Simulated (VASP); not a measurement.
# CuO (C2/c) in VASP: notebook, part 2 of 2

VASP 6.6.1. The steps go on from the part before.

### Step 4. Single point, b88 exchange, pbe correlation

This run uses another cell than the first one, of 10.13 Å³/atom.

INCAR reads:

```
SYSTEM = CuO
  ALGO = Normal
  EDIFF = 1E-6
  ENCUT = 600
  GGA = LIBXC
  GGA_COMPAT = .False.
  ISIF = 2
  ISMEAR = -1
  LASPH = .True.
  LCHARG = .False.
  LIBXC1 = GGA_X_B88
  LIBXC2 = GGA_C_PBE
  LREAL = .False.
  LWAVE = .False.
  NBANDS = 25
  NELM = 120
  PREC = Accurate
  SIGMA = 0.05
```

KPOINTS reads:

```
k-points
0
Gamma
  10 10 5
  0 0 0
```

POSCAR reads:

```
CuO
1.0
    2.3418500000     -1.7113000000      0.0000000000
    2.3418500000      1.7113000000      0.0000000000
   -0.8500274268      0.0000000000      5.0578693947
Cu O
2 2
Direct
    0.5000000000      0.0000000000      0.5000000000
    0.0000000000      0.5000000000      0.0000000000
    0.4184000000      0.5816000000      0.7500000000
    0.5816000000      0.4184000000      0.2500000000
```

Potentials or basis: VASP PAW PBE potentials, release 64 (Cu, O).

Started as:

```
> cat potpaw_PBE.64/Cu/POTCAR potpaw_PBE.64/O/POTCAR > POTCAR
> mpirun -np 1 vasp_std > vasp.out
```

OUTCAR:

```text
SYSTEM = CuO
   EDIFF = 1E-6
   ENCUT = 600
   GGA = LIBXC
   ISIF = 2
   ISMEAR = -1
   LASPH = .True.
   LREAL = .False.
   NELM = 120
   PREC = Accurate

 ion  position               nearest neighbor table
   1  0.500  0.000  0.500-   3 1.95   4 1.95   4 1.96   3 1.96
   2  0.000  0.500  0.000-   4 1.95   3 1.95   4 1.96   3 1.96
   3  0.418  0.582  0.750-   2 1.95   1 1.95   2 1.96   1 1.96
   4  0.582  0.418  0.250-   1 1.95   2 1.95   2 1.96   1 1.96

  LATTYP: Found a base centered monoclinic cell.
 ALAT       =     4.6837000000
 B/A-ratio  =     0.7307470589
 C/A-ratio  =     1.0950317057
[... 872 lines left out ...]
  --------------------------------------------------------------------------------------
  -------------------------------------------------------------------------------------
  Total        1.4321834      1.7127955      1.2685117      0.0000000      0.0000000     -0.2892515
  in kB       56.6012980     67.6913619     50.1328319      0.0000000      0.0000000    -11.4315046
  external PRESSURE =      58.1418306 kB  Pullay stress =       0.0000000 kB

 VOLUME and BASIS-vectors are now :
 -----------------------------------------------------------------------------
  energy-cutoff  :      600.00
  volume of cell :       40.54
      direct lattice vectors                 reciprocal lattice vectors
     2.341850000 -1.711300000  0.000000000     0.213506416 -0.292175539  0.035881968
     2.341850000  1.711300000  0.000000000     0.213506416  0.292175539  0.035881968
    -0.850027427  0.000000000  5.057869395     0.000000000  0.000000000  0.197711709

 POSITION                                       TOTAL-FORCE (eV/Angst)
 -----------------------------------------------------------------------------------
      0.74591     -0.85565      2.52893         0.000000     -0.000000      0.000000
      1.17092      0.85565      0.00000         0.000000     -0.000000      0.000000
      1.70433      0.27928      3.79340         0.000000     -0.225024      0.000000
      2.12934     -0.27928      1.26447        -0.000000      0.225024      0.000000
 -----------------------------------------------------------------------------------
    total drift:                                0.000000     -0.000000     -0.000000

  FREE ENERGIE OF THE ION-ELECTRON SYSTEM (eV)
  ---------------------------------------------------
  free  energy   TOTEN  =       -19.0339739182 eV

  energy  without entropy=      -19.0146780423  energy(sigma->0) =      -19.02432598
```

OSZICAR:

```text
N       E                     dE             d eps       ncg     rms          rms(c)
DAV:   1     0.313413306497E+03    0.31341E+03   -0.17934E+04  7499   0.242E+03
DAV:   2     0.150503089876E+02   -0.29836E+03   -0.27468E+03  7236   0.422E+02
DAV:   3    -0.236659905835E+02   -0.38716E+02   -0.36500E+02  8710   0.166E+02
DAV:   4    -0.250446549648E+02   -0.13787E+01   -0.13708E+01  8819   0.332E+01
DAV:   5    -0.250672013097E+02   -0.22546E-01   -0.22536E-01  9163   0.380E+00    0.173E+01
DAV:   6    -0.223404009608E+02    0.27268E+01   -0.33892E+01 10068   0.149E+02    0.130E+01
DAV:   7    -0.189721997516E+02    0.33682E+01   -0.94866E+00  8526   0.115E+02    0.260E+00
DAV:   8    -0.190695925870E+02   -0.97393E-01   -0.14875E+00  7594   0.847E+00    0.161E+00
DAV:   9    -0.190383344512E+02    0.31258E-01   -0.55896E-02 12226   0.663E+00    0.507E-01
DAV:  10    -0.190344218974E+02    0.39126E-02   -0.12997E-02 10675   0.202E+00    0.310E-01
DAV:  11    -0.190339172294E+02    0.50467E-03   -0.57854E-03 10677   0.693E-01    0.479E-02
DAV:  12    -0.190339429703E+02   -0.25741E-04   -0.24008E-04  8946   0.172E-01    0.273E-02
DAV:  13    -0.190339759038E+02   -0.32934E-04   -0.41837E-05 10909   0.844E-02    0.107E-02
DAV:  14    -0.190339739663E+02    0.19375E-05   -0.86333E-07  6244   0.377E-02    0.502E-03
DAV:  15    -0.190339739182E+02    0.48155E-07   -0.28155E-06  5851   0.161E-02
   1 F= -.19033974E+02 E0= -.19024326E+02  d E =-.192959E-01
```

Wall time 96 s (1 thread of Intel Xeon Platinum 8488C (Sapphire Rapids), shared host); peak memory 0.27 GiB.

What came out:

```yaml
Free_energy: -19.0340 eV
Pressure: 5.8 GPa
Largest_force: 0.225 eV/Å
Band_gap_on_the_k_mesh: zero (bands 17 and 18 overlap by 0.60 eV)
```

Forces on the atoms (eV/Å):
```
Cu   0.000  0.000  0.000
Cu   0.000  0.000  0.000
O    0.000 -0.225  0.000
O    0.000  0.225  0.000
```

Caveat: the cell stands under pressure; the PAW data sets were made with another functional, which shifts forces and pressure a little; semilocal functionals often make such compounds metallic where correlation or magnetic order opens a gap, which also shifts bond lengths.

### Step 5. Summary

```csv
level,cell,cutoff (eV),gap on the mesh (eV),pressure (GPa),largest force (eV/Å)
RPBE+D3(BJ),"a = 2.939, b = 2.939, c = 5.196 Å, angles 97.7, 97.7, 72.3°, 4 atoms",520,none,-16.6,0.21
RPBE+D3(BJ),"a = 2.957, b = 2.957, c = 5.229 Å, angles 97.7, 97.7, 72.3°, 4 atoms",520,none,-19.0,0.27
"b88 exchange, pbe correlation","a = 2.900, b = 2.900, c = 5.129 Å, angles 97.7, 97.7, 72.3°, 4 atoms",600,none,5.8,0.23
```

Alike in all rows: task single point; potentials or basis VASP PAW PBE potentials, release 64 (Cu, O); no spin polarisation; k mesh 10 × 10 × 5; smearing fermi-dirac 0.05 eV.

Caveats: the PAW data sets were made with another functional, which shifts forces and pressure a little; semilocal functionals often make such compounds metallic where correlation or magnetic order opens a gap, which also shifts bond lengths; the cell stands under tension (at least some runs); the dispersion term is far too large for a dense solid, which distorts pressure and volume (at least some runs); the cell stands under pressure (at least some runs).

Absolute energies hang on the potentials; compare differences alone.
